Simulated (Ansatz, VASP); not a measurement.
## WS2: VASP beside Ansatz

```xyz
3
Lattice="3.1811 0.0000 0.0000 -1.5905 2.7549 0.0000 0.0000 0.0000 16.9507" Properties=species:S:1:pos:R:3 pbc="T T T"
W     0.0000    1.8366    0.0000
S     1.5905    0.9183   15.3917
S     1.5905    0.9183    1.5591
```

Alike in both runs: task single point; functional r2SCAN; k mesh 12 × 12 × 2; occupations gaussian, width 0.05 eV; no spin polarisation.

```csv
,VASP,Ansatz
version,VASP 6.6.1,Ansatz 0.2.0
potentials or method,"VASP PAW PBE potentials, release 64 (W_sv, S), cutoff 520 eV","scalar-relativistic, plane waves, PAW"
valence electrons in the cell,26,26
```

VASP gave:

| Property | Result |
| --- | --- |
| gap on the k mesh at the Fermi level (eV) | 1.91 |
| least direct gap on the mesh (eV) | 1.93 |
| rms of the force components (eV/Å) | 0.010 |

Problem. What did Ansatz give for the same quantities?

Solution. gap on the k mesh at the Fermi level (eV): 1.90; least direct gap on the mesh (eV): 1.92; rms of the force components (eV/Å): 0.000.

VASP's potentials were made for PBE, not for r2SCAN. Atom by atom the forces differ by 0.010 eV/Å (rms over components). Ansatz's warnings: xc potential rough in thin density.

Spin-orbit coupling is off throughout.
